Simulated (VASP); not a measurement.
Wanted: the native input for a VASP 6.6.1 run.

| Item | Value |
| --- | --- |
| Task | single point |
| Functional | PBE |
| Potentials or basis | VASP PAW PBE potentials, release 64 (Pt) |
| Cutoff | 520 eV |
| k mesh | 14 × 14 × 14 |
| Occupations | fermi-dirac, width 0.05 eV |
| Spin | collinear spin |
| Starting moments | [1.0] μB |
| Dipole correction | no |
| Further INCAR settings | ALGO = Normal; EDIFF = 1e-07; NBANDS = 15 |

The structure of Pt lies in POSCAR:

```
Pt
1.0
    0.0000000000      1.9848339966      1.9848339966
    1.9848339966      0.0000000000      1.9848339966
    1.9848339966      1.9848339966      0.0000000000
Pt
1
Direct
    0.0000000000      0.0000000000      0.0000000000
```

These files were run (other wordings do the same):

INCAR

```
  ALGO = Normal
  EDIFF = 1E-7
  ENCUT = 520
  GGA = PE
  ISIF = 2
  ISMEAR = -1
  ISPIN = 2
  LASPH = T
  LCHARG = T
  LELF = T
  LMAXMIX = 4
  LORBIT = 11
  LREAL = F
  LVHAR = T
  LWAVE = F
  MAGMOM = 1
  NBANDS = 15
  NELM = 150
  PREC = Accurate
  SIGMA = 0.05
```

KPOINTS

```
k-points
0
Gamma
  14 14 14
```

Potentials or basis: VASP PAW PBE potentials, release 64 (Pt).

Command:

```console
$ cat potpaw_PBE.64/Pt/POTCAR > POTCAR
$ mpirun -np 1 vasp_std > vasp.out
```

Results of the run:

The pressure is -0.5 GPa and the band gap on the k mesh is zero (filled and empty bands overlap). The net moment is 0.00 μB per cell and the valence electrons inside the program's atomic spheres are Pt 9.21.

Caveat: spin-orbit coupling is left out, which moves the levels of the heavy elements.

It took 52 s on 1 thread of Intel(R) Xeon(R) Platinum 8375C CPU @ 2.90GHz (Ice Lake), on a shared host, peak memory 0.18 GiB.
